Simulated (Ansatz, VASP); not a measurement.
# One calculation of KTaH6, two programs

```
K Ta H
1.0
     3.92275    0.00000    0.00000
     0.00000    3.92275    0.00000
     0.00000    0.00000    9.17510
K Ta H
1 1 6
Direct
  0.00000 0.00000 0.00000
  0.00000 0.00000 0.50000
  0.50000 0.00000 0.00000
  0.50000 0.00000 0.50000
  0.00000 0.50000 0.00000
  0.00000 0.50000 0.50000
  0.00000 0.00000 0.29789
  0.00000 0.00000 0.70211
```

Alike in both runs: functional PBE; k mesh 10 × 10 × 4; occupations gaussian, width 0.1 eV; no spin polarisation.

Ansatz relaxed the structure, and its values are those at the end. VASP's run is a single point on that final structure, the one shown.

|  | VASP | Ansatz |
| --- | --- | --- |
| version | VASP 6.6.1 | Ansatz 0.2.0 |
| potentials or method | VASP PAW PBE potentials, release 64 (K_sv, Ta_pv, H), cutoff 520 eV | scalar-relativistic, plane waves, PAW |
| valence electrons in the cell | 26 | 28 |

```tsv
	VASP	Ansatz	Ansatz less VASP
gap on the k mesh at the Fermi level (eV)	none	none	-
pressure (GPa)	0.0	0.0	+0.01
```

A gap of «none» marks a metal or a gap that the smearing closes. VASP's potentials hold 26 valence electrons a cell and Ansatz's 28, so a difference there can come from the potentials and not from the codes.

Spin-orbit coupling is off throughout.
